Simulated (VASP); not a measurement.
The system is BaCaSe3.

```
Ba Ca Se
1.0
     5.75359    0.00000    0.00000
     0.00000    5.75359    0.00000
     0.00000    0.00000    5.75359
Ba Ca Se
1 1 3
Direct
  0.50000 0.50000 0.50000
  0.00000 0.00000 0.00000
  0.50000 0.50000 0.00000
  0.50000 0.00000 0.50000
  0.00000 0.50000 0.50000
```

* Program: VASP 6.6.1
* Task: relaxation of cell and atoms
* Functional: PBE
* Potentials or basis: VASP PAW PBE potentials, release 64 (Ba_sv, Ca_sv, Se)
* Cutoff: 600 eV
* k mesh: 8 × 8 × 8
* Occupations: gaussian, width 0.1 eV
* Spin: no spin polarisation

At the start: pressure 1.7 GPa; volume 38.09 Å³/atom.

Q: Where does the relaxation end?

A: Over 3 steps the energy falls by 14.5 meV/atom and the volume is 41.01 Å³/atom (+7.6 %); space group Pm-3m (No. 221, to 0.1 Å) before and after.

The path:
| step | energy change (eV) | largest force (eV/Å) | pressure (GPa) | volume (Å³) |
| --- | --- | --- | --- | --- |
| 1 | 0.0000 | 0.0000 | 1.70 | 190.47 |
| 2 | -0.0696 | 0.0000 | 0.32 | 201.84 |
| 3 | -0.0725 | 0.0000 | -0.01 | 205.03 |

Final structure:
```cif
data_structure
_symmetry_space_group_name_H-M 'P 1'
_symmetry_Int_Tables_number 1
_cell_length_a 5.8966
_cell_length_b 5.8966
_cell_length_c 5.8966
_cell_angle_alpha 90.000
_cell_angle_beta 90.000
_cell_angle_gamma 90.000
_cell_volume 205.03
loop_
_atom_site_label
_atom_site_type_symbol
_atom_site_fract_x
_atom_site_fract_y
_atom_site_fract_z
_atom_site_occupancy
Ba1 Ba 0.50000 0.50000 0.50000 1
Ca1 Ca 0.00000 0.00000 0.00000 1
Se1 Se 0.50000 0.50000 0.00000 1
Se2 Se 0.50000 0.00000 0.50000 1
Se3 Se 0.00000 0.50000 0.50000 1
```
